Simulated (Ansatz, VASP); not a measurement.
**BN in VASP and in Ansatz**

The input INCAR:

```
PREC = Accurate ; ENCUT = 600
EDIFF = 1E-7 ; ISMEAR = 0
SIGMA = 0.02 ; LREAL = False
LASPH = True ; NELM = 120
ALGO = Normal ; ISIF = 3
LWAVE = False ; LCHARG = False
GGA = PE ; IVDW = 12
IBRION = 2 ; NSW = 100
EDIFFG = -0.002 ; GGA_COMPAT = False
NELMIN = 4
```

KPOINTS

```
regular mesh
0
Gamma
  12 12 12
```

The input POSCAR:

```
BN
1.0
    0.0000000000      1.8075000000      1.8075000000
    1.8075000000      0.0000000000      1.8075000000
    1.8075000000      1.8075000000      0.0000000000
B N
1 1
Direct
    0.0000000000      0.0000000000      0.0000000000
    0.2500000000      0.2500000000      0.2500000000
```

Input for Ansatz:

```yaml
crystal:
  lattice:
    - [0.0, 1.8075, 1.8075]
    - [1.8075, 0.0, 1.8075]
    - [1.8075, 1.8075, 0.0]
  atoms:
    - { symbol: B, position: [0.0, 0.0, 0.0] }
    - { symbol: "N", position: [0.25, 0.25, 0.25] }
basis:
  ecutwfc: 420
kpoints:
  mp_grid: { grid: [12, 12, 12] }
hamiltonian:
  xc: pbe
  dispersion: d3bj
scf:
  occupations: { method: gaussian, width: 0.02 }
output:
  forces: true
  stress: true
  eigenvalues: true
  write_density: true
  write_potential: true
  elf: true
  volumetric_format: npy
relax:
  adjacent_minimum: "off"
  f_tol: 0.002
  max_steps: 80
  cell: { stress_tol: 0.02 }
```

Alike in both runs: task relaxation of cell and atoms; functional PBE; dispersion D3(BJ); k mesh 12 × 12 × 12; occupations gaussian, width 0.02 eV; no spin polarisation.

|  | VASP | Ansatz |
| --- | --- | --- |
| version | VASP 6.6.1 | Ansatz 0.2.0 |
| potentials or method | VASP PAW PBE potentials, release 64 (B, N), cutoff 600 eV | scalar-relativistic, plane waves, PAW |
| valence electrons in the cell | 8 | 8 |

Ansatz gave:

```
gap on the k mesh at the Fermi level, each at its own relaxed structure (eV) : 4.48
relaxed volume (Å³/atom)                                                     : 5.86
relaxed cell length with the largest relative difference (Å)                 : 2.550
```

**Question.** Which values does VASP return?

**Answer.** gap on the k mesh at the Fermi level, each at its own relaxed structure (eV): 4.47; relaxed volume (Å³/atom): 5.86; relaxed cell length with the largest relative difference (Å): 2.550.
